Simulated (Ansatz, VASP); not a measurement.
One calculation of Fe, two programs

```
CELL_PARAMETERS angstrom
-1.44300 1.44300 1.44300
1.44300 -1.44300 1.44300
1.44300 1.44300 -1.44300
ATOMIC_POSITIONS crystal
Fe 0.00000 0.00000 0.00000
```

Alike in both runs: task relaxation of cell and atoms; functional PBEsol; k mesh 10 × 10 × 10; occupations gaussian, width 0.1 eV; collinear spin.

|  | VASP | Ansatz |
| --- | --- | --- |
| version | VASP 6.6.1 | Ansatz 0.2.0 |
| potentials or method | VASP PAW PBE potentials, release 64 (Fe), cutoff 600 eV | scalar-relativistic, plane waves, PAW |
| valence electrons in the cell | 8 | 16 |

```csv
,VASP,Ansatz,Ansatz less VASP
"gap on the k mesh at the Fermi level, each at its own relaxed structure (eV)",none,none,-
net moment per atom (μB),2.13,2.12,-0.003
size of the moment on the site where the two differ most (μB),2.11,2.16,+0.046
relaxed volume (Å³/atom),10.84,10.85,+0.008
relaxed cell length with the largest relative difference (Å),2.415,2.415,+0.0006
```

VASP's potentials were made for PBE, not for PBEsol. Site moments also hang on the region over which each program counts them. A gap of «none» marks a metal or a gap that the smearing closes. VASP's potentials hold 8 valence electrons a cell and Ansatz's 16, so a difference there can come from the potentials and not from the codes.
